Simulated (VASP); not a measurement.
Write the native input for VASP 6.6.1 that does the following.

```
Task                   : single point
Functional             : r2SCAN
Potentials or basis    : VASP PAW PBE potentials, release 64 (K_sv, I)
Cutoff                 : 520 eV
k mesh                 : 6 × 6 × 6
Occupations            : gaussian, width 0.01 eV
Spin                   : no spin polarisation
Dipole correction      : no
Further INCAR settings : ALGO = Normal; EDIFF = 1e-07; NBANDS = 15
```

Crystal: KI.

```xyz
2
Lattice="4.2911 0.0000 0.0000 0.0000 4.2911 0.0000 0.0000 0.0000 4.2911" Properties=species:S:1:pos:R:3 pbc="T T T"
K     0.0000    0.0000    0.0000
I     2.1455    2.1455    2.1455
```

These files were run (other wordings do the same):

POSCAR

```
KI
1.0
    4.2910851989      0.0000000000      0.0000000000
    0.0000000000      4.2910851989      0.0000000000
    0.0000000000      0.0000000000      4.2910851989
K I
1 1
Direct
    0.0000000000      0.0000000000      0.0000000000
    0.5000000000      0.5000000000      0.5000000000
```

INCAR.step1

```
SYSTEM = KI
ALGO = Normal ; EDIFF = 1E-4
ENCUT = 520 ; GGA = PE
ISMEAR = 0 ; LASPH = .TRUE.
LCHARG = .FALSE. ; LREAL = .FALSE.
LWAVE = .TRUE. ; NBANDS = 15
NELM = 60 ; PREC = Accurate
SIGMA = 0.01
```

INCAR.step2

```
SYSTEM = KI
ALGO = Normal ; EDIFF = 1E-7
ENCUT = 520 ; ISIF = 2
ISMEAR = 0 ; ISTART = 1
LASPH = .TRUE. ; LCHARG = .FALSE.
LMIXTAU = .TRUE. ; LREAL = .FALSE.
LWAVE = .FALSE. ; METAGGA = R2SCAN
NBANDS = 15 ; NELM = 60
PREC = Accurate ; SIGMA = 0.01
```

KPOINTS

```
k-points
0
G
  6 6 6
  0 0 0
```

Potentials or basis: VASP PAW PBE potentials, release 64 (K_sv, I).

Launch:

```console
$ cat potpaw_PBE.64/K_sv/POTCAR potpaw_PBE.64/I/POTCAR > POTCAR
$ cp INCAR.step1 INCAR
$ mpirun -np 1 vasp_std > vasp.out
$ cp INCAR.step2 INCAR
$ mpirun -np 1 vasp_std > vasp.out
```

Results of the run:

```yaml
Pressure: 0.0 GPa
Band_gap_on_the_k_mesh: 4.04 eV (least direct gap 4.41 eV)
```

Caveat: the PAW data sets were made with another functional, which shifts forces and pressure a little; spin-orbit coupling is left out, which moves the levels of the heavy elements.

Wall time 99 s on 1 thread of Intel Xeon 8259CL, with other jobs on the host, peak memory 0.19 GiB.
